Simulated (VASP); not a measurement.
# Mg (Im-3m) in VASP: a series of runs

Runs on Mg. Level: PBEsol. Tasks: single point.

All numbers are computed with VASP 6.6.1; they aren't measurements. Logs are shortened: lines on timing, memory, paths and dates and some standing lists are left out, and cuts for length are marked.

**1. The cell of the first run**

Symmetry: Im-3m, No. 229, cubic system. Conventional cell: a = 2.851 Å, b = 2.851 Å, c = 2.851 Å, α = 90.00°, β = 90.00°, γ = 90.00°. Mg (site symmetry m-3m) has 14 Mg at 2.47 to 2.85 Å within 3.3 Å.

**2. Single point, PBEsol**

Input file INCAR:

```
PREC = Accurate
ENCUT = 520
EDIFF = 1E-7
ISMEAR = 0
SIGMA = 0.1
LREAL = F
LASPH = T
NELM = 100
ALGO = Normal
ISIF = 2
LWAVE = F
LCHARG = F
GGA = PS
NBANDS = 7
```

Input file KPOINTS:

```
regular mesh
0
Gamma
  11 11 11
```

Input file POSCAR:

```
Mg
1.0
   -1.4255450764      1.4255450764      1.4255450764
    1.4255450764     -1.4255450764      1.4255450764
    1.4255450764      1.4255450764     -1.4255450764
Mg
1
Direct
    0.0000000000      0.0000000000      0.0000000000
```

Potentials or basis: VASP PAW PBE potentials, release 64 (Mg).

Launch:

```console
> cat potpaw_PBE.64/Mg/POTCAR > POTCAR
> mpirun -np 1 vasp_std > vasp.out
```

OUTCAR:

```text
PREC = Accurate
   ENCUT = 520
   EDIFF = 1E-7
   ISMEAR = 0
   LREAL = F
   LASPH = T
   NELM = 100
   ISIF = 2
   GGA = PS

 ion  position               nearest neighbor table
   1  0.000  0.000  0.000-

  LATTYP: Found a body centered cubic cell.
 ALAT       =     2.8510901528

  Lattice vectors:

 A1 = (  -1.4255450764,   1.4255450764,   1.4255450764)
 A2 = (   1.4255450764,  -1.4255450764,   1.4255450764)
 A3 = (   1.4255450764,   1.4255450764,  -1.4255450764)

Analysis of symmetry for initial positions (statically):
=====================================================================
 Subroutine PRICEL returns:
 Original cell was already a primitive cell.

 Routine SETGRP: Setting up the symmetry group for a
 body centered cubic supercell.

 Subroutine GETGRP returns: Found 48 space group operations
 (whereof 48 operations were pure point group operations)
 out of a pool of 48 trial point group operations.

The static configuration has the point symmetry O_h .

Analysis of symmetry for dynamics (positions and initial velocities):
=====================================================================
 Subroutine PRICEL returns:
 Original cell was already a primitive cell.

 Routine SETGRP: Setting up the symmetry group for a
 body centered cubic supercell.

 Subroutine GETGRP returns: Found 48 space group operations
 (whereof 48 operations were pure point group operations)
 out of a pool of 48 trial point group operations.

The dynamic configuration has the point symmetry O_h .

 Subroutine INISYM returns: Found 48 space group operations
 (whereof 48 operations are pure point group operations),
 and found     1 'primitive' translations

----------------------------------------------------------------------------------------

                                     Primitive cell

  volume of cell :      11.5878

  direct lattice vectors                    reciprocal lattice vectors
    -1.425545076  1.425545076  1.425545076     0.000000000  0.350743030  0.350743030
     1.425545076 -1.425545076  1.425545076     0.350743030  0.000000000  0.350743030
     1.425545076  1.425545076 -1.425545076     0.350743030  0.350743030  0.000000000

  length of vectors
     2.469116501  2.469116501  2.469116501     0.496025550  0.496025550  0.496025550

  position of ions in fractional coordinates (direct lattice)
     0.000000000  0.000000000  0.000000000
[... 69 lines left out ...]
   ICHARG =      2    charge: 1-file 2-atom 10-const
   ISPIN  =      1    spin polarized calculation?
   LNONCOLLINEAR =      F non collinear calculations
   LSORBIT =      F    spin-orbit coupling
   LASPH  =      T    aspherical Exc in radial PAW
   ENCUT  =  520.0 eV  38.22 Ry    6.18 a.u.   4.59  4.59  4.59*2*pi/ulx,y,z
   NELM   =    100;   NELMIN=  2; NELMDL= -5     # of ELM steps
   EDIFF  = 0.1E-06   stopping-criterion for ELM
   LREAL  =      F    real-space projection
   EDIFFG = 0.1E-05   stopping-criterion for IOM
   NSW    =      0    number of steps for IOM
   IBRION =     -1    ionic relax: 0-MD 1-quasi-New 2-CG
   NFREE  =      0    steps in history (QN), initial steepest desc. (CG)
   ISIF   =      2    stress and relaxation
   ISYM   =      2    0-nonsym 1-usesym 2-fastsym
   POTIM  = 0.5000    time-step for ionic-motion
   TEBEG  =    0.0;   TEEND  =   0.0 temperature during run
   PSTRESS=    0.0 pullay stress
   NELECT =       2.0000    total number of electrons
   NUPDOWN=      -1.0000    fix difference up-down
   EMIN   =  10.00;   EMAX   =-10.00  energy-range for DOS
   EFERMI =   0.00;   METHOD = LEGACY
   ISMEAR =     0;   SIGMA  =   0.10  broadening in eV -4-tet -1-fermi 0-gaus
   EFERMI_NEDOS =   21; number of points for ismear=-14 and -15
   IALGO  =     38    algorithm
   IMIX   =      4    mixing-type and parameters
     AMIX     =   0.40;   BMIX     =  1.00
     AMIX_MAG =   1.60;   BMIX_MAG =  1.00
  volume/ion in A,a.u.               =      11.59        78.20
  Fermi-wavevector in a.u.,A,eV,Ry     =   0.911487  1.722461 11.303840  0.830809
  Thomas-Fermi vector in A             =   2.035772
   LORBIT       =      0    0 simple, 1 ext, 2 COOP (PROOUT), +10 PAW based schemes
   GGA     = PS    functional components
   LHFCALC =     F    Hartree Fock is set to
   AEXX    =    0.0000 exact exchange contribution
   IVDW    =     0    specifies the selected vdW correction
   LEPSILON=     F    determine dielectric tensor
   LRPA    =     F    only Hartree local field effects (RPA)
 non-spin polarized calculation
 Gauss-broadening in eV      SIGMA  =   0.10
  energy-cutoff  :      520.00
  volume of cell :       11.59
 maximum number of plane-waves:       323
   NGX =  9   NGY =  9   NGZ =  9

 number of electron       2.0000000 magnetization

 Free energy of the ion-electron system (eV)
  ---------------------------------------------------
  ext. energy  EPLUGINS =         0.00000000
  ---------------------------------------------------
  free energy    TOTEN  =         0.05903366 eV

  energy without entropy =        0.06100131  energy(sigma->0) =        0.06001749

 E-fermi :   7.5730     XC(G=0): -11.0028

 val. band max:        7.4423667545   @ k =   0.4545   0.0000   0.0000
 cond. band min:       7.5812368060   @ k =   0.3636   0.1818   0.0909
 fundamental gap:      0.1388700515
 Fermi energy:         7.5729658344

 k-point     1 :       0.0000    0.0000    0.0000
  band No.  band energies     occupation
      1      -2.9930      2.00000
      2      25.7662      0.00000
      3      25.7662      0.00000
      4      25.7662      0.00000
      5      28.7103      0.00000
      6      28.7103      0.00000
      7      30.6164      0.00000
[... 221 lines left out ...]
 k-point    24 :       0.3636    0.1818    0.0909
  band No.  band energies     occupation
      1       6.1317      2.00000
      2       7.5812      0.90688
      3      12.6771      0.00000
      4      18.9289      0.00000
      5      30.5903      0.00000
      6      33.4966      0.00000
      7      35.0165      0.00000

 [... further k-points ...]
[... 5 lines left out ...]
  --------------------------------------------------------------------------------------
  -------------------------------------------------------------------------------------
  Total        6.4885189      6.4885189      6.4885189     -0.0000000      0.0000000     -0.0000000
  in kB      897.1257134    897.1257134    897.1257134     -0.0000000      0.0000000     -0.0000000
  external PRESSURE =     897.1257134 kB  Pullay stress =       0.0000000 kB

 VOLUME and BASIS-vectors are now :
 -----------------------------------------------------------------------------
  energy-cutoff  :      520.00
  volume of cell :       11.59
      direct lattice vectors                 reciprocal lattice vectors
    -1.425545076  1.425545076  1.425545076     0.000000000  0.350743030  0.350743030
     1.425545076 -1.425545076  1.425545076     0.350743030  0.000000000  0.350743030
     1.425545076  1.425545076 -1.425545076     0.350743030  0.350743030  0.000000000

 POSITION                                       TOTAL-FORCE (eV/Angst)
 -----------------------------------------------------------------------------------
      0.00000      0.00000      0.00000        -0.000000     -0.000000     -0.000000
 -----------------------------------------------------------------------------------
    total drift:                                0.000000     -0.000000     -0.000000

  FREE ENERGIE OF THE ION-ELECTRON SYSTEM (eV)
  ---------------------------------------------------
  free  energy   TOTEN  =         0.0590336593 eV

  energy  without entropy=        0.0610013142  energy(sigma->0) =        0.06001749
```

stdout:

```text
POSCAR found type information on POSCAR Mg
 POSCAR found :  1 types and       1 ions
 scaLAPACK will be used
 -----------------------------------------------------------------------------
|                                                                             |
|                                                                             |
|     You enforced a specific xc type in the INCAR file but a different       |
|     I HOPE YOU KNOW WHAT YOU ARE DOING!                                     |
|                                                                             |
 -----------------------------------------------------------------------------

 LDA part: xc-table for (Slater+PW92), standard interpolation
 POSCAR, INCAR and KPOINTS ok, starting setup
 FFT: planning ... GRIDC
 FFT: planning ... GRID_SOFT
 FFT: planning ... GRID
 WAVECAR not read
 entering main loop
```

It took 2.2 s on 1 thread of Intel Xeon 6975P-C, shared host; peak memory 0.11 GiB.

What came out:

| Quantity | Value |
| --- | --- |
| Free energy | 0.0590 eV |
| Pressure | 89.7 GPa |
| Band gap on the k mesh | zero (band 1 reaches 10.02 eV, above the bottom of band 2 at 6.68 eV) |

Levels at points of the mesh, in eV from the Fermi level:
```tsv
k point	band 1	band 2	band 3	band 4
(0.00, 0.00, 0.00)	-10.57	18.19	18.19	18.19
```

Caveat: the PAW data sets were made with another functional, which shifts forces and pressure a little.

**3. Single point, PBEsol**

This run uses another cell than the first one, of 11.91 Å³/atom, 1.028 times its volume.

Input file INCAR:

```
SYSTEM = Mg
ALGO = Normal ; EDIFF = 1E-6
ENCUT = 520 ; GGA = PS
ISIF = 2 ; ISMEAR = 0
LASPH = .True. ; LCHARG = .False.
LREAL = .False. ; LWAVE = .False.
NBANDS = 7 ; NELM = 80
PREC = Accurate ; SIGMA = 0.1
```

Input file KPOINTS:

```
k-points
0
Gamma
  11 11 11
  0 0 0
```

Input file POSCAR:

```
Mg
1.0
   -1.4386242021      1.4386242021      1.4386242021
    1.4386242021     -1.4386242021      1.4386242021
    1.4386242021      1.4386242021     -1.4386242021
Mg
1
Direct
    0.0000000000      0.0000000000      0.0000000000
```

Potentials or basis: VASP PAW PBE potentials, release 64 (Mg).

Launch:

```console
> cat potpaw_PBE.64/Mg/POTCAR > POTCAR
> mpirun -np 1 vasp_std > vasp.out
```

Wall time 2.5 s (1 thread of Intel Xeon 6975P-C, shared host); peak memory 0.12 GiB.

The run converged. Its results:

```
Free energy            : -0.1129 eV
Pressure               : 81.6 GPa
Band gap on the k mesh : zero (band 1 reaches 9.77 eV, above the bottom of band 2 at 6.43 eV)
```

Levels at points of the mesh, in eV from the Fermi level:
```tsv
k point	band 1	band 2	band 3	band 4
(0.00, 0.00, 0.00)	-10.41	17.95	17.95	17.95
```

Caveat: the PAW data sets were made with another functional, which shifts forces and pressure a little.

**4. Single point, PBEsol**

This run uses another cell than the first one, of 12.23 Å³/atom, 1.056 times its volume.

Input file INCAR:

```
PREC = Accurate
ENCUT = 520
EDIFF = 1E-7
ISMEAR = 0
SIGMA = 0.1
LREAL = F
LASPH = T
NELM = 80
ALGO = Normal
ISIF = 2
LWAVE = F
LCHARG = T
GGA = PS
LELF = T
LVHAR = T
NBANDS = 7
```

Input file KPOINTS:

```
Automatic mesh
0
Gamma
  11 11 11
```

Input file POSCAR:

```
Mg
1.0
   -1.4514697408      1.4514697408      1.4514697408
    1.4514697408     -1.4514697408      1.4514697408
    1.4514697408      1.4514697408     -1.4514697408
Mg
1
Direct
    0.0000000000      0.0000000000      0.0000000000
```

Launch:

```console
> cat potpaw_PBE.64/Mg/POTCAR > POTCAR
> mpirun -np 1 vasp_std > vasp.out
```

It took 2.9 s on 1 thread of Intel Xeon 6975P-C, shared host; peak memory 0.12 GiB.

It converged, with:

* Free energy: -0.2693 eV
* Pressure: 74.2 GPa
* Band gap on the k mesh: zero (band 1 reaches 9.54 eV, above the bottom of band 2 at 6.20 eV)

Levels at points of the mesh, in eV from the Fermi level:
```
           k point  band 1  band 2  band 3  band 4
(0.00, 0.00, 0.00)  -10.26   17.72   17.72   17.72
```

Caveat: the PAW data sets were made with another functional, which shifts forces and pressure a little.

**5. Single point, PBEsol**

This run uses another cell than the first one, of 12.55 Å³/atom, 1.083 times its volume.

Input file INCAR:

```
SYSTEM = Mg
PREC     = Accurate       ! precision mode
ENCUT    = 520            ! plane-wave cutoff, eV
EDIFF    = 1E-6           ! SCF threshold, eV
ISMEAR   = 0              ! smearing method
SIGMA    = 0.1            ! smearing width, eV
LREAL    = .False.        ! projectors in reciprocal space
LASPH    = .True.         ! aspherical terms in the spheres
NELM     = 60             ! most SCF steps
ALGO     = Normal         ! electronic algorithm
ISIF     = 2              ! what is computed and relaxed
LWAVE    = .False.        ! write WAVECAR
LCHARG   = .True.         ! write CHGCAR
GGA      = PS             ! functional
LELF     = .True.         ! ELF
LVHAR    = .True.       
NBANDS   = 7              ! bands
```

Input file KPOINTS:

```
Automatic mesh
0
Gamma
  11 11 11
  0 0 0
```

Input file POSCAR:

```
Mg
1.0
   -1.4640918503      1.4640918503      1.4640918503
    1.4640918503     -1.4640918503      1.4640918503
    1.4640918503      1.4640918503     -1.4640918503
Mg
1
Direct
    0.0000000000      0.0000000000      0.0000000000
```

Launch:

```console
> cat potpaw_PBE.64/Mg/POTCAR > POTCAR
> mpirun -np 1 vasp_std > vasp.out
```

It took 2.9 s on 1 thread of Intel Xeon 6975P-C, shared host; peak memory 0.12 GiB.

The run converged. Its results:

- Free energy: -0.4116 eV
- Pressure: 67.5 GPa
- Band gap on the k mesh: zero (band 1 reaches 9.31 eV, above the bottom of band 2 at 5.97 eV)

Levels at points of the mesh, in eV from the Fermi level:
| k point | band 1 | band 2 | band 3 | band 4 |
| --- | --- | --- | --- | --- |
| (0.00, 0.00, 0.00) | -10.11 | 17.49 | 17.49 | 17.49 |

Caveat: the PAW data sets were made with another functional, which shifts forces and pressure a little.

**6. Summary**

| cell | gap on the mesh (eV) | pressure (GPa) |
| --- | --- | --- |
| a = 2.469 Å, angles 109.5°, 1 atom | none | 89.7 |
| a = 2.492 Å, angles 109.5°, 1 atom | none | 81.6 |
| a = 2.514 Å, angles 109.5°, 1 atom | none | 74.2 |
| a = 2.536 Å, angles 109.5°, 1 atom | none | 67.5 |

Alike in all rows: task single point; level PBEsol; potentials or basis VASP PAW PBE potentials, release 64 (Mg); no spin polarisation; k mesh 11 × 11 × 11; cutoff (eV) 520; smearing gaussian 0.1 eV.

Caveats: the PAW data sets were made with another functional, which shifts forces and pressure a little.

Absolute energies hang on the potentials; compare differences alone.
